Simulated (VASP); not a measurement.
# TiO2 (P4_2/mnm) in VASP: vibrations by perturbation theory with LDA

Aim: the vibrations by perturbation theory of TiO2 with LDA.

All numbers are computed with VASP 6.6.1; they aren't measurements. Logs are shortened: lines on timing, memory, paths and dates and some standing lists are left out, and cuts for length are marked.

## 1. The cell of the first run

Symmetry: P4_2/mnm, No. 136, tetragonal system. The conventional cell has a = 4.592 Å, b = 4.592 Å, c = 2.957 Å, α = 90.00°, β = 90.00°, γ = 90.00°. Within 2.6 Å of Ti (site symmetry mmm) lie 6 O at 1.95 to 1.98 Å. Within 2.6 Å of O (site symmetry m2m) lie 3 Ti at 1.95 to 1.98 Å and 1 O at 2.53 Å.

## 2. Vibrations by perturbation theory, LDA

INCAR

```
ALGO = Normal
EDIFF = 1E-8
ENCUT = 520
IBRION = 8
ISIF = 2
ISMEAR = 0
LASPH = T
LCHARG = T
LREAL = F
LWAVE = F
NELM = 60
NSW = 1
PREC = Accurate
SIGMA = 0.01
```

KPOINTS

```
k-points
0
Gamma
  4 4 6
```

POSCAR

```
TiO2
1.0
    4.5922000000      0.0000000000      0.0000000000
    0.0000000000      4.5922000000      0.0000000000
    0.0000000000      0.0000000000      2.9574000000
Ti O
2 4
Direct
    0.0000000000      0.0000000000      0.0000000000
    0.5000000000      0.5000000000      0.5000000000
    0.3049600000      0.3049600000      0.0000000000
    0.1950400000      0.8049600000      0.5000000000
    0.6950400000      0.6950400000      0.0000000000
    0.8049600000      0.1950400000      0.5000000000
```

Potentials or basis: VASP PAW LDA potentials, release 64 (Ti_sv, O).

Started as:

```
> cat potpaw_LDA.64/Ti_sv/POTCAR potpaw_LDA.64/O/POTCAR > POTCAR
> mpirun -np 1 vasp_std > vasp.out
```

OUTCAR:

```text
EDIFF = 1E-8
   ENCUT = 520
   IBRION = 8
   ISIF = 2
   ISMEAR = 0
   LASPH = T
   LREAL = F
   NELM = 60
   NSW = 1
   PREC = Accurate

 ion  position               nearest neighbor table
   1  0.000  0.000  0.000-   4 1.95   6 1.95   4 1.95   6 1.95   5 1.98   3 1.98
   2  0.500  0.500  0.500-   3 1.95   5 1.95   3 1.95   5 1.95   4 1.98   6 1.98
   3  0.305  0.305  0.000-   2 1.95   2 1.95   1 1.98
   4  0.195  0.805  0.500-   1 1.95   1 1.95   2 1.98
   5  0.695  0.695  0.000-   2 1.95   2 1.95   1 1.98
   6  0.805  0.195  0.500-   1 1.95   1 1.95   2 1.98

  LATTYP: Found a simple tetragonal cell.
 ALAT       =     4.5922000000
 C/A-ratio  =     0.6440050520

  Lattice vectors:

 A1 = (   4.5922000000,   0.0000000000,   0.0000000000)
 A2 = (   0.0000000000,   4.5922000000,   0.0000000000)
 A3 = (   0.0000000000,   0.0000000000,   2.9574000000)

Analysis of symmetry for initial positions (statically):
=====================================================================
 Subroutine PRICEL returns:
 Original cell was already a primitive cell.

 Routine SETGRP: Setting up the symmetry group for a
 simple tetragonal supercell.

 Subroutine GETGRP returns: Found 16 space group operations
 (whereof  8 operations were pure point group operations)
 out of a pool of 16 trial point group operations.

The static configuration has the point symmetry D_2h.
 The point group associated with its full space group is D_4h.

Analysis of symmetry for dynamics (positions and initial velocities):
=====================================================================
 Subroutine PRICEL returns:
 Original cell was already a primitive cell.

 Routine SETGRP: Setting up the symmetry group for a
 simple tetragonal supercell.

 Subroutine GETGRP returns: Found 16 space group operations
 (whereof  8 operations were pure point group operations)
 out of a pool of 16 trial point group operations.

The dynamic configuration has the point symmetry D_2h.
 The point group associated with its full space group is D_4h.

 Subroutine INISYM returns: Found 16 space group operations
 (whereof  8 operations are pure point group operations),
 and found     1 'primitive' translations

----------------------------------------------------------------------------------------

                                     Primitive cell

  volume of cell :      62.3665

  direct lattice vectors                    reciprocal lattice vectors
     4.592200000  0.000000000  0.000000000     0.217760550  0.000000000  0.000000000
[... 913 lines left out ...]

 POSITION                                       TOTAL-FORCE (eV/Angst)
 -----------------------------------------------------------------------------------
      0.00000      0.00000      0.00000        -0.000000      0.000000      0.000000
      2.29610      2.29610      1.47870        -0.000000      0.000000      0.000000
      1.40044      1.40044      0.00000        -0.002245     -0.002245     -0.000000
      0.89566      3.69654      1.47870         0.002245     -0.002245      0.000000
      3.19176      3.19176      0.00000         0.002245      0.002245      0.000000
      3.69654      0.89566      1.47870        -0.002245      0.002245      0.000000
 -----------------------------------------------------------------------------------
    total drift:                                0.000000      0.000000     -0.000000

  FREE ENERGIE OF THE ION-ELECTRON SYSTEM (eV)
  ---------------------------------------------------
  free  energy   TOTEN  =       -58.7416151448 eV

  energy  without entropy=      -58.7416151448  energy(sigma->0) =      -58.74161514

[... ionic steps 2 to 9 ...]

--------------------------------------- Ionic step       10  -------------------------------------------

------------------------ aborting loop because EDIFF is reached ----------------------------------------

[... ionic steps 11 to 11 ...]

--------------------------------------- Ionic step       12  -------------------------------------------

 Free energy of the ion-electron system (eV)
  ---------------------------------------------------
  ---------------------------------------------------
  free energy    TOTEN  =        -0.35739728 eV

  energy without entropy =       -0.35739728

------------------------ aborting loop because EDIFF is reached ----------------------------------------

 INTERNAL STRAIN TENSOR  FOR ION    3  DIRECTION 3   (eV/Angst):
 -----------------------------------------------------------------------------
    -0.00475 -0.03297  4.40106
    -0.03297 -0.00475  4.40106
     5.39116  5.39116  0.01317

 INTERNAL STRAIN TENSOR FOR ION    6 for displacements in x,y,z  (eV/Angst):
          X           Y           Z          XY          YZ          ZX
  --------------------------------------------------------------------------------
  x     4.55380     2.22484     3.78224     0.37619     0.00000     0.00000
  y    -2.22484    -4.55380    -3.78224    -0.35809     0.00000     0.00000
  z     0.00000     0.00000     0.00000     0.00000    -5.39116     4.40106

 SECOND DERIVATIVES (NOT SYMMETRIZED)
 ------------------------------------
               1X          1Y          1Z          2X          2Y          2Z          3X          3Y          3Z          4X          4Y          4Z          5X          5Y          5Z          6X          6Y          6Z
  1X   -15.686525    4.846166    0.000000   14.355737   -0.021777    0.000000   -1.247242   -1.044362    0.000000    1.912636   -1.367832    0.000000   -1.247242   -1.044362    0.000000    1.912636   -1.367832    0.000000
  1Y     4.846166  -15.686525    0.000000   -0.021777   14.355737    0.000000   -1.044362   -1.247242    0.000000   -1.367832    1.912636    0.000000   -1.044362   -1.247242    0.000000   -1.367832    1.912636    0.000000
  1Z     0.000000    0.000000   -0.329777    0.000000    0.000000    0.413525    0.000000    0.000000   -0.087472    0.000000    0.000000    0.045598    0.000000    0.000000   -0.087472    0.000000    0.000000    0.045598
  2X    14.355737    0.021777    0.000000  -15.686525   -4.846166    0.000000    1.912636    1.367832    0.000000   -1.247242    1.044362    0.000000    1.912636    1.367832    0.000000   -1.247242    1.044362    0.000000
  2Y     0.021777   14.355737    0.000000   -4.846166  -15.686525    0.000000    1.367832    1.912636    0.000000    1.044362   -1.247242    0.000000    1.367832    1.912636    0.000000    1.044362   -1.247242    0.000000
  2Z     0.000000    0.000000    0.413525    0.000000    0.000000   -0.329777    0.000000    0.000000    0.045598    0.000000    0.000000   -0.087472    0.000000    0.000000    0.045598    0.000000    0.000000   -0.087472
  3X    -1.235935   -1.038214    0.000000    1.886894    1.404205    0.000000  -11.153749   -5.742743    0.000000   -0.715982    0.935649    0.000000    5.746705    5.387269    0.000000    5.472067   -0.946165    0.000000
  3Y    -1.038214   -1.235935    0.000000    1.404205    1.886894    0.000000   -5.742743  -11.153749    0.000000   -0.946165    5.472067    0.000000    5.387269    5.746705    0.000000    0.935649   -0.715982    0.000000
  3Z     0.000000    0.000000   -0.105738    0.000000    0.000000    0.068713    0.000000    0.000000   -7.704530    0.000000    0.000000    2.009670    0.000000    0.000000    3.722216    0.000000    0.000000    2.009670
  4X     1.886894   -1.404205    0.000000   -1.235935    1.038214    0.000000   -0.715982   -0.935649    0.000000  -11.153749    5.742743    0.000000    5.472067    0.946165    0.000000    5.746705   -5.387269    0.000000
  4Y    -1.404205    1.886894    0.000000    1.038214   -1.235935    0.000000    0.946165    5.472067    0.000000    5.742743  -11.153749    0.000000   -0.935649   -0.715982    0.000000   -5.387269    5.746705    0.000000
  4Z     0.000000    0.000000    0.068713    0.000000    0.000000   -0.105738    0.000000    0.000000    2.009670    0.000000    0.000000   -7.704530    0.000000    0.000000    2.009670    0.000000    0.000000    3.722216
  5X    -1.235935   -1.038214    0.000000    1.886894    1.404205    0.000000    5.746705    5.387269    0.000000    5.472067   -0.946165    0.000000  -11.153749   -5.742743    0.000000   -0.715982    0.935649    0.000000
  5Y    -1.038214   -1.235935    0.000000    1.404205    1.886894    0.000000    5.387269    5.746705    0.000000    0.935649   -0.715982    0.000000   -5.742743  -11.153749    0.000000   -0.946165    5.472067    0.000000
  5Z     0.000000    0.000000   -0.105738    0.000000    0.000000    0.068713    0.000000    0.000000    3.722216    0.000000    0.000000    2.009670    0.000000    0.000000   -7.704530    0.000000    0.000000    2.009670
  6X     1.886894   -1.404205    0.000000   -1.235935    1.038214    0.000000    5.472067    0.946165    0.000000    5.746705   -5.387269    0.000000   -0.715982   -0.935649    0.000000  -11.153749    5.742743    0.000000
  6Y    -1.404205    1.886894    0.000000    1.038214   -1.235935    0.000000   -0.935649   -0.715982    0.000000   -5.387269    5.746705    0.000000    0.946165    5.472067    0.000000    5.742743  -11.153749    0.000000
  6Z     0.000000    0.000000    0.068713    0.000000    0.000000   -0.105738    0.000000    0.000000    2.009670    0.000000    0.000000    3.722216    0.000000    0.000000    2.009670    0.000000    0.000000   -7.704530

 Eigenvectors and eigenvalues of the dynamical matrix
 ----------------------------------------------------

   1 f  =   23.482607 THz   147.545573 2PiTHz  783.295467 cm-1    97.116217 meV
             X         Y         Z           dx          dy          dz
      0.000000  0.000000  0.000000    -0.000000   -0.000000    0.000000
      2.296100  2.296100  1.478700     0.000000    0.000000   -0.000000
      1.400437  1.400437  0.000000    -0.353553   -0.353553    0.000000
      0.895663  3.696537  1.478700    -0.353553    0.353553    0.000000
      3.191763  3.191763  0.000000     0.353553    0.353553    0.000000
      3.696537  0.895663  1.478700     0.353553   -0.353553   -0.000000
[... 145 lines left out ...]
  18 f/i=    0.996982 THz     6.264223 2PiTHz   33.255744 cm-1     4.123185 meV
             X         Y         Z           dx          dy          dz
      0.000000  0.000000  0.000000     0.000000   -0.000000    0.464009
      2.296100  2.296100  1.478700     0.000000   -0.000000    0.464009
      1.400437  1.400437  0.000000     0.000000   -0.000000   -0.377290
      0.895663  3.696537  1.478700     0.000000    0.000000   -0.377290
      3.191763  3.191763  0.000000     0.000000    0.000000   -0.377290
      3.696537  0.895663  1.478700     0.000000    0.000000   -0.377290

--------------------------------------------------------------------------------------------------------

 ELASTIC MODULI CONTR FROM IONIC RELAXATION (kBar)
 Direction    XX          YY          ZZ          XY          YZ          ZX
 --------------------------------------------------------------------------------
 XX        -308.6073     72.0532   -131.9887      0.0000      0.0000      0.0000
 YY          72.0532   -308.6073   -131.9887     -0.0000     -0.0000     -0.0000
 ZZ        -131.9887   -131.9887   -147.2899      0.0000      0.0000      0.0000
 XY           0.0000     -0.0000      0.0000     -0.7690     -0.0000      0.0000
 YZ           0.0000     -0.0000      0.0000     -0.0000   -261.3726      0.0000
 ZX           0.0000     -0.0000      0.0000      0.0000      0.0000   -174.1854
 --------------------------------------------------------------------------------
```

It took 11 min on 1 thread of Oxide Virtual Turin-like, shared host; peak memory 0.32 GiB.

What came out:

```yaml
Highest_phonon_frequency_at_Γ_LO-TO_splitting_left_out: 783 cm⁻¹
Most_unstable_mode: 33i cm⁻¹
```

Phonon frequencies in cm⁻¹ (negative: imaginary):
| q point | frequencies |
| --- | --- |
| (0.000, 0.000, 0.000) | -33 -1 -1 1 65 83 83 158 365 365 369 414 441 441 471 471 582 783 |

Caveat: the cell stands under pressure or tension, which shifts response properties; some modes are imaginary.
